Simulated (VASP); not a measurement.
# NbAs (I4_1md) in VASP: notebook

The runs below take NbAs through single point, with LDA.

Program: VASP 6.6.1. These are calculated values, not measurements. Logs are shortened: lines on timing, memory, paths and dates and some standing lists are left out, and cuts for length are marked.

### Step 1. The cell of the first run

The structure is tetragonal, space group I4_1md (No. 109). The conventional cell has a = 3.405 Å, b = 3.405 Å, c = 11.522 Å, α = 90.00°, β = 90.00°, γ = 90.00°. Within 3.5 Å of Nb (site symmetry 2mm) lie 6 As at 2.56 to 2.59 Å and 8 Nb at 3.35 to 3.41 Å. As (site symmetry 2mm) has 6 Nb at 2.56 to 2.59 Å and 8 As at 3.35 to 3.41 Å within 3.5 Å.

### Step 2. Single point, LDA (16.70 Å³/atom)

Contents of INCAR:

```
PREC = Accurate
ENCUT = 520
EDIFF = 1E-6
ISMEAR = -1
SIGMA = 0.08
LREAL = F
LASPH = T
NELM = 100
ALGO = Normal
ISIF = 2
LWAVE = F
LCHARG = F
GGA = CA
NBANDS = 26
```

Contents of KPOINTS:

```
Automatic mesh
0
Gamma
  15 15 15
```

Contents of POSCAR:

```
NbAs
1.0
   -1.7025248434      1.7025248434      5.7610714056
    1.7025248434     -1.7025248434      5.7610714056
    1.7025248434      1.7025248434     -5.7610714056
Nb As
2 2
Direct
    0.7500000000      0.7500000000      0.0000000000
    0.5000000000      0.0000000000      0.5000000000
    0.1660000000      0.1660000000      0.0000000000
    0.9160000000      0.4160000000      0.5000000000
```

Potentials or basis: VASP PAW LDA potentials, release 64 (Nb_sv, As).

Command:

```console
> cat potpaw_LDA.64/Nb_sv/POTCAR potpaw_LDA.64/As/POTCAR > POTCAR
> mpirun -np 1 vasp_std > vasp.out
```

OUTCAR:

```text
PREC = Accurate
   ENCUT = 520
   EDIFF = 1E-6
   ISMEAR = -1
   LREAL = F
   LASPH = T
   NELM = 100
   ISIF = 2
   GGA = CA

 ion  position               nearest neighbor table
   1  0.750  0.750  0.000-   4 2.56   4 2.56   3 2.59   3 2.59   3 2.59   3 2.59
   2  0.500  0.000  0.500-   3 2.56   3 2.56   4 2.59   4 2.59   4 2.59   4 2.59
   3  0.166  0.166  0.000-   2 2.56   2 2.56   1 2.59   1 2.59   1 2.59   1 2.59
   4  0.916  0.416  0.500-   1 2.56   1 2.56   2 2.59   2 2.59   2 2.59   2 2.59

  LATTYP: Found a body centered tetragonal cell.
 ALAT       =     3.4050496868
 C/A-ratio  =     3.3838398470

  Lattice vectors:

 A1 = (  -1.7025248434,   1.7025248434,   5.7610714056)
 A2 = (   1.7025248434,  -1.7025248434,   5.7610714056)
 A3 = (   1.7025248434,   1.7025248434,  -5.7610714056)

Analysis of symmetry for initial positions (statically):
=====================================================================
 Subroutine PRICEL returns:
 Original cell was already a primitive cell.

 Routine SETGRP: Setting up the symmetry group for a
 body centered tetragonal supercell.

 Subroutine GETGRP returns: Found  8 space group operations
 (whereof  4 operations were pure point group operations)
 out of a pool of 16 trial point group operations.

The static configuration has the point symmetry C_2v.
 The point group associated with its full space group is C_4v.

Analysis of symmetry for dynamics (positions and initial velocities):
=====================================================================
 Subroutine PRICEL returns:
 Original cell was already a primitive cell.

 Routine SETGRP: Setting up the symmetry group for a
 body centered tetragonal supercell.

 Subroutine GETGRP returns: Found  8 space group operations
 (whereof  4 operations were pure point group operations)
 out of a pool of 16 trial point group operations.

The dynamic configuration has the point symmetry C_2v.
 The point group associated with its full space group is C_4v.

 Subroutine INISYM returns: Found  8 space group operations
 (whereof  4 operations are pure point group operations),
 and found     1 'primitive' translations

----------------------------------------------------------------------------------------

                                     Primitive cell

  volume of cell :      66.7960

  direct lattice vectors                    reciprocal lattice vectors
    -1.702524843  1.702524843  5.761071406     0.000000000  0.293681471  0.086789412
     1.702524843 -1.702524843  5.761071406     0.293681471  0.000000000  0.086789412
     1.702524843  1.702524843 -5.761071406     0.293681471  0.293681471  0.000000000

  length of vectors
     6.243967122  6.243967122  6.243967122     0.306237177  0.306237177  0.415328319

  position of ions in fractional coordinates (direct lattice)
     0.750000000  0.750000000  0.000000000
     0.500000000  0.000000000  0.500000000
     0.166000000  0.166000000  0.000000000
     0.916000000  0.416000000  0.500000000

  ion indices of the primitive-cell ions
   primitive index   ion index
                 1           1
                 2           2
                 3           3
                 4           4

----------------------------------------------------------------------------------------

 KPOINTS: Automatic mesh

Automatic generation of k-mesh.
 Grid dimensions read from file:
 generate k-points for:   15   15   15

 Generating k-lattice:

  Cartesian coordinates                     Fractional coordinates (reciprocal lattice)
     0.000000000  0.019578765  0.005785961     0.066666667  0.000000000 -0.000000000
     0.019578765  0.000000000  0.005785961     0.000000000  0.066666667 -0.000000000
     0.019578765  0.019578765  0.000000000     0.000000000  0.000000000  0.066666667

  Length of vectors
     0.020415812  0.020415812  0.027688555

  Shift w.r.t. Gamma in fractional coordinates (k-lattice)
     0.000000000  0.000000000  0.000000000

 Subroutine IBZKPT returns following result:
 ===========================================

 Found    288 irreducible k-points:

 Following reciprocal coordinates:
            Coordinates               Weight
  0.000000  0.000000  0.000000      1.000000
  0.066667  0.000000  0.000000      8.000000
  0.133333  0.000000  0.000000      8.000000
  0.200000  0.000000 -0.000000      8.000000
  0.266667  0.000000  0.000000      8.000000
  0.333333  0.000000 -0.000000      8.000000
[... 16 lines left out ...]
  0.133333  0.133333  0.000000      8.000000
  0.200000  0.133333 -0.000000     16.000000
 [... further k-points ...]
   k-points           NKPTS =    288   k-points in BZ     NKDIM =    288   number of bands    NBANDS=     26
   number of dos      NEDOS =    301   number of ions     NIONS =      4
   total plane-waves  NPLWV = 110592
   dimension x,y,z NGX =    48 NGY =   48 NGZ =   48
   dimension x,y,z NGXF=    96 NGYF=   96 NGZF=   96
   ions per type =               2   2
   NGX,Y,Z   is equivalent  to a cutoff of  12.78, 12.78, 12.78 a.u.
   NGXF,Y,Z  is equivalent  to a cutoff of  25.56, 25.56, 25.56 a.u.
 SYSTEM =  unknown system
   PREC   = accura    normal or accurate (medium, high low for compatibility)
   ISTART =      0    job   : 0-new  1-cont  2-samecut
   ICHARG =      2    charge: 1-file 2-atom 10-const
   ISPIN  =      1    spin polarized calculation?
   LNONCOLLINEAR =      F non collinear calculations
   LSORBIT =      F    spin-orbit coupling
   LASPH  =      T    aspherical Exc in radial PAW
   ENCUT  =  520.0 eV  38.22 Ry    6.18 a.u.  11.61 11.61 11.61*2*pi/ulx,y,z
   NELM   =    100;   NELMIN=  2; NELMDL= -5     # of ELM steps
   EDIFF  = 0.1E-05   stopping-criterion for ELM
   LREAL  =      F    real-space projection
   EDIFFG = 0.1E-04   stopping-criterion for IOM
   NSW    =      0    number of steps for IOM
   IBRION =     -1    ionic relax: 0-MD 1-quasi-New 2-CG
   NFREE  =      0    steps in history (QN), initial steepest desc. (CG)
   ISIF   =      2    stress and relaxation
   ISYM   =      2    0-nonsym 1-usesym 2-fastsym
   POTIM  = 0.5000    time-step for ionic-motion
   TEBEG  =    0.0;   TEEND  =   0.0 temperature during run
   PSTRESS=    0.0 pullay stress
   NELECT =      36.0000    total number of electrons
   NUPDOWN=      -1.0000    fix difference up-down
   EMIN   =  10.00;   EMAX   =-10.00  energy-range for DOS
   EFERMI =   0.00;   METHOD = LEGACY
   ISMEAR =    -1;   SIGMA  =   0.08  broadening in eV -4-tet -1-fermi 0-gaus
   EFERMI_NEDOS =   21; number of points for ismear=-14 and -15
   IALGO  =     38    algorithm
   IMIX   =      4    mixing-type and parameters
     AMIX     =   0.40;   BMIX     =  1.00
     AMIX_MAG =   1.60;   BMIX_MAG =  1.00
  volume/ion in A,a.u.               =      16.70       112.69
  Fermi-wavevector in a.u.,A,eV,Ry     =   1.332270  2.517625 24.149573  1.774944
  Thomas-Fermi vector in A             =   2.461218
   LORBIT       =      0    0 simple, 1 ext, 2 COOP (PROOUT), +10 PAW based schemes
   GGA     = CA    functional components
   LHFCALC =     F    Hartree Fock is set to
   AEXX    =    0.0000 exact exchange contribution
   IVDW    =     0    specifies the selected vdW correction
   LEPSILON=     F    determine dielectric tensor
   LRPA    =     F    only Hartree local field effects (RPA)
 non-spin polarized calculation
  energy-cutoff  :      520.00
  volume of cell :       66.80
 maximum number of plane-waves:      1821
   NGX = 23   NGY = 23   NGZ = 23

 number of electron      35.9999999 magnetization

 Free energy of the ion-electron system (eV)
  ---------------------------------------------------
  ext. energy  EPLUGINS =         0.00000000
  ---------------------------------------------------
  free energy    TOTEN  =       -36.37205229 eV

  energy without entropy =      -36.35795605  energy(sigma->0) =      -36.36500417

 E-fermi :  10.0863     XC(G=0): -12.2153

 val. band max:       10.0780120870   @ k =  -0.0667  -0.4667   0.0667
 cond. band min:      10.0911788523   @ k =  -0.2000   0.2667   0.2000
 fundamental gap:      0.0131667652
 Fermi energy:        10.0863308709

 k-point     1 :       0.0000    0.0000    0.0000
  band No.  band energies     occupation
      1     -44.6167      2.00000
      2     -44.5808      2.00000
      3     -21.0617      2.00000
      4     -20.9105      2.00000
      5     -20.9105      2.00000
      6     -20.7348      2.00000
[... 18 lines left out ...]
     25      14.2620      0.00000
     26      14.2637      0.00000

 k-point     2 :       0.0667    0.0000    0.0000
  band No.  band energies     occupation
      1     -44.6157      2.00000
      2     -44.5804      2.00000
      3     -21.0578      2.00000
      4     -20.9214      2.00000
      5     -20.9095      2.00000
      6     -20.7457      2.00000
[... 18 lines left out ...]
     25      14.2812      0.00000
     26      14.4640      0.00000

 k-point     3 :       0.1333    0.0000    0.0000
  band No.  band energies     occupation
      1     -44.6130      2.00000
      2     -44.5795      2.00000
      3     -21.0477      2.00000
      4     -20.9508      2.00000
      5     -20.9067      2.00000
      6     -20.7749      2.00000
[... 18 lines left out ...]
     25      14.4847      0.00000
     26      14.9724      0.00000

 k-point     4 :       0.2000    0.0000   -0.0000
  band No.  band energies     occupation
      1     -44.6089      2.00000
      2     -44.5781      2.00000
      3     -21.0421      2.00000
      4     -20.9842      2.00000
      5     -20.9026      2.00000
      6     -20.8152      2.00000
[... 18 lines left out ...]
     25      14.7183      0.00000
     26      15.5906      0.00000
[... 496 lines left out ...]
      1     -44.6150      2.00000
      2     -44.5799      2.00000
      3     -21.0558      2.00000
      4     -20.9218      2.00000
      5     -20.9186      2.00000
      6     -20.7464      2.00000
[... 18 lines left out ...]
     25      14.1441      0.00000
     26      14.5853      0.00000

 k-point    23 :       0.1333    0.1333    0.0000
  band No.  band energies     occupation
      1     -44.6087      2.00000
      2     -44.5788      2.00000
      3     -21.0287      2.00000
      4     -20.9545      2.00000
      5     -20.9392      2.00000
      6     -20.7752      2.00000
[... 18 lines left out ...]
     25      14.2433      0.00000
     26      14.9312      0.00000

 k-point    24 :       0.2000    0.1333   -0.0000
  band No.  band energies     occupation
      1     -44.6044      2.00000
      2     -44.5777      2.00000
      3     -21.0264      2.00000
      4     -20.9800      2.00000
      5     -20.9379      2.00000
      6     -20.8096      2.00000
[... 18 lines left out ...]
     25      14.5843      0.00000
     26      15.2273      0.00000

 [... further k-points ...]
[... 5 lines left out ...]
  --------------------------------------------------------------------------------------
  -------------------------------------------------------------------------------------
  Total        0.7954449      0.7954449      1.0488720      0.0000000      0.0000000      0.0000000
  in kB       19.0796554     19.0796554     25.1583936      0.0000000      0.0000000      0.0000000
  external PRESSURE =      21.1059015 kB  Pullay stress =       0.0000000 kB

 VOLUME and BASIS-vectors are now :
 -----------------------------------------------------------------------------
  energy-cutoff  :      520.00
  volume of cell :       66.80
      direct lattice vectors                 reciprocal lattice vectors
    -1.702524843  1.702524843  5.761071406     0.000000000  0.293681471  0.086789412
     1.702524843 -1.702524843  5.761071406     0.293681471  0.000000000  0.086789412
     1.702524843  1.702524843 -5.761071406     0.293681471  0.293681471  0.000000000

 POSITION                                       TOTAL-FORCE (eV/Angst)
 -----------------------------------------------------------------------------------
      0.00000      0.00000      8.64161        -0.000000      0.000000     -0.329477
      0.00000      1.70252      0.00000         0.000000     -0.000000     -0.329477
      0.00000      0.00000      1.91268        -0.000000      0.000000      0.329477
      0.00000      1.70252      4.79321         0.000000     -0.000000      0.329477
 -----------------------------------------------------------------------------------
    total drift:                               -0.000000     -0.000000      0.000283

  FREE ENERGIE OF THE ION-ELECTRON SYSTEM (eV)
  ---------------------------------------------------
  free  energy   TOTEN  =       -36.3720522878 eV

  energy  without entropy=      -36.3579560501  energy(sigma->0) =      -36.36500417
```

It took 6.6 min on 1 thread of Intel Xeon 6975P-C (Granite Rapids), shared host; peak memory 0.57 GiB.

Results:

| Property | Result |
| --- | --- |
| Free energy | -36.3721 eV |
| Pressure | 2.1 GPa |
| Largest force | 0.329 eV/Å |
| Band gap on the k mesh | zero (bands 18 and 19 overlap by 0.06 eV) |

Forces in eV/Å, atoms in the order of the input:
```
Nb   0.000  0.000 -0.329
Nb   0.000  0.000 -0.329
As   0.000  0.000  0.329
As   0.000  0.000  0.329
```

Levels at points of the mesh, in eV from the Fermi level:
| k point | band 14 | band 15 | band 16 | band 17 | band 18 | band 19 | band 20 | band 21 | band 22 | band 23 |
| --- | --- | --- | --- | --- | --- | --- | --- | --- | --- | --- |
| (0.00, 0.00, 0.00) | -2.30 | -2.13 | -1.77 | -1.40 | -1.40 | 0.78 | 1.39 | 2.55 | 3.19 | 3.19 |

### Step 3. Single point, LDA (17.22 Å³/atom)

This run uses another cell than the first one, of 17.22 Å³/atom.

Contents of INCAR:

```
SYSTEM = NbAs
PREC     = Accurate       ! precision mode
ENCUT    = 520            ! plane-wave cutoff, eV
EDIFF    = 1E-6           ! SCF threshold, eV
ISMEAR   = -1             ! smearing method
SIGMA    = 0.08           ! smearing width, eV
LREAL    = .False.        ! projectors in reciprocal space
LASPH    = .True.         ! aspherical terms in the spheres
NELM     = 60             ! most SCF steps
ALGO     = Normal         ! electronic algorithm
ISIF     = 2              ! what is computed and relaxed
LWAVE    = .False.        ! write WAVECAR
LCHARG   = .False.        ! write CHGCAR
GGA      = CA             ! functional
NBANDS   = 26             ! bands
```

Contents of KPOINTS:

```
regular mesh
0
Gamma
  15 15 15
  0 0 0
```

Contents of POSCAR:

```
NbAs
1.0
   -1.7200778833      1.7200778833      5.8204680815
    1.7200778833     -1.7200778833      5.8204680815
    1.7200778833      1.7200778833     -5.8204680815
Nb As
2 2
Direct
    0.7500000000      0.7500000000      0.0000000000
    0.5000000000      0.0000000000      0.5000000000
    0.1660000000      0.1660000000      0.0000000000
    0.9160000000      0.4160000000      0.5000000000
```

Potentials or basis: VASP PAW LDA potentials, release 64 (Nb_sv, As).

Command:

```console
> cat potpaw_LDA.64/Nb_sv/POTCAR potpaw_LDA.64/As/POTCAR > POTCAR
> mpirun -np 1 vasp_std > vasp.out
```

OUTCAR:

```text
SYSTEM = NbAs
   PREC = Accurate
   ENCUT = 520
   EDIFF = 1E-6
   ISMEAR = -1
   LREAL = .False.
   LASPH = .True.
   NELM = 60
   ISIF = 2
   GGA = CA

 ion  position               nearest neighbor table
   1  0.750  0.750  0.000-   4 2.59   4 2.59   3 2.62   3 2.62   3 2.62   3 2.62
   2  0.500  0.000  0.500-   3 2.59   3 2.59   4 2.62   4 2.62   4 2.62   4 2.62
   3  0.166  0.166  0.000-   2 2.59   2 2.59   1 2.62   1 2.62   1 2.62   1 2.62
   4  0.916  0.416  0.500-   1 2.59   1 2.59   2 2.62   2 2.62   2 2.62   2 2.62

  LATTYP: Found a body centered tetragonal cell.
 ALAT       =     3.4401557666
 C/A-ratio  =     3.3838398470

  Lattice vectors:

 A1 = (  -1.7200778833,   1.7200778833,   5.8204680815)
 A2 = (   1.7200778833,  -1.7200778833,   5.8204680815)
 A3 = (   1.7200778833,   1.7200778833,  -5.8204680815)

Analysis of symmetry for initial positions (statically):
=====================================================================
 Subroutine PRICEL returns:
 Original cell was already a primitive cell.

 Routine SETGRP: Setting up the symmetry group for a
 body centered tetragonal supercell.

 Subroutine GETGRP returns: Found  8 space group operations
[... 165 lines left out ...]
  ---------------------------------------------------
  free energy    TOTEN  =       -36.36266519 eV

  energy without entropy =      -36.34783052  energy(sigma->0) =      -36.35524785

 E-fermi :   9.6808     XC(G=0): -12.0659

 val. band max:        9.6793014926   @ k =  -0.3333   0.4667   0.3333
 cond. band min:       9.6899491503   @ k =  -0.0667   0.4667   0.0667
 fundamental gap:      0.0106476577
 Fermi energy:         9.6807866128

 k-point     1 :       0.0000    0.0000    0.0000
  band No.  band energies     occupation
      1     -45.0889      2.00000
      2     -45.0581      2.00000
      3     -21.4911      2.00000
      4     -21.3717      2.00000
      5     -21.3717      2.00000
      6     -21.2050      2.00000
[... 685 lines left out ...]
     25      13.9903      0.00000
     26      14.6226      0.00000

 [... further k-points ...]
[... 5 lines left out ...]
  --------------------------------------------------------------------------------------
  -------------------------------------------------------------------------------------
  Total       -1.7010768     -1.7010768     -1.1676218      0.0000000      0.0000000      0.0000000
  in kB      -39.5658393    -39.5658393    -27.1580542      0.0000000      0.0000000      0.0000000
  external PRESSURE =     -35.4299110 kB  Pullay stress =       0.0000000 kB

 VOLUME and BASIS-vectors are now :
 -----------------------------------------------------------------------------
  energy-cutoff  :      520.00
  volume of cell :       68.88
      direct lattice vectors                 reciprocal lattice vectors
    -1.720077883  1.720077883  5.820468081     0.000000000  0.290684512  0.085903744
     1.720077883 -1.720077883  5.820468081     0.290684512  0.000000000  0.085903744
     1.720077883  1.720077883 -5.820468081     0.290684512  0.290684512  0.000000000

 POSITION                                       TOTAL-FORCE (eV/Angst)
 -----------------------------------------------------------------------------------
      0.00000      0.00000      8.73070         0.000000      0.000000     -0.288454
      0.00000      1.72008      0.00000        -0.000000     -0.000000     -0.288454
      0.00000      0.00000      1.93240        -0.000000     -0.000000      0.288454
      0.00000      1.72008      4.84263         0.000000      0.000000      0.288454
 -----------------------------------------------------------------------------------
    total drift:                               -0.000000     -0.000000      0.000167

  FREE ENERGIE OF THE ION-ELECTRON SYSTEM (eV)
  ---------------------------------------------------
  free  energy   TOTEN  =       -36.3626651856 eV

  energy  without entropy=      -36.3478305216  energy(sigma->0) =      -36.35524785
```

Wall time 6.5 min (1 thread of Intel Xeon 6975P-C (Granite Rapids), shared host); peak memory 0.59 GiB.

What came out:

| Property | Result |
| --- | --- |
| Free energy | -36.3627 eV |
| Pressure | -3.5 GPa |
| Largest force | 0.288 eV/Å |
| Band gap on the k mesh | zero (bands 18 and 19 overlap by 0.04 eV) |

Forces in eV/Å, atoms in the order of the input:
```
Nb   0.000  0.000 -0.288
Nb   0.000  0.000 -0.288
As   0.000  0.000  0.288
As   0.000  0.000  0.288
```

Levels at points of the mesh, in eV from the Fermi level:
```csv
k point,band 15,band 16,band 17,band 18,band 19,band 20,band 21,band 22
"(0.00, 0.00, 0.00)",-2.04,-1.69,-1.38,-1.38,0.74,1.32,2.45,3.06
```

Caveat: the cell stands under tension.
